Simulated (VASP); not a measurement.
The system is BeS (rocksalt type).

```
Be S
1.0
     0.00000    2.15443    2.15443
     2.15443    0.00000    2.15443
     2.15443    2.15443    0.00000
Be S
1 1
Direct
  0.00000 0.00000 0.00000
  0.50000 0.50000 0.50000
```

- Program: VASP 6.6.1
- Task: relaxation of cell and atoms
- Functional: LDA
- Potentials or basis: VASP PAW LDA potentials, release 64 (Be, S)
- Cutoff: 600 eV
- k mesh: 17 × 17 × 17
- Occupations: fermi-dirac, width 0.08 eV
- Spin: no spin polarisation

At the start: pressure 27.3 GPa; volume 10.00 Å³/atom.

Q: Where does the relaxation end?

A: Over 5 steps the energy falls by 136.1 meV/atom and the volume is 11.82 Å³/atom (+18.2 %); space group Fm-3m (No. 225, to 0.05 Å).

The path:
```csv
step,energy change (eV),largest force (eV/Å),pressure (GPa),volume (Å³)
1,0.0000,0.0000,27.31,20.00
2,-0.2317,0.0000,-7.23,25.35
3,-0.2723,0.0000,0.11,23.63
4,-0.2722,0.0000,-0.27,23.70
5,-0.2723,0.0000,0.06,23.64
```

Final structure:
```
Be S
1.0
     0.00000    2.27788    2.27788
     2.27788    0.00000    2.27788
     2.27788    2.27788    0.00000
Be S
1 1
Direct
  0.00000 0.00000 0.00000
  0.50000 0.50000 0.50000
```

Caveat: the volume moved by over 15 % at a fixed basis, so the end points are rough.
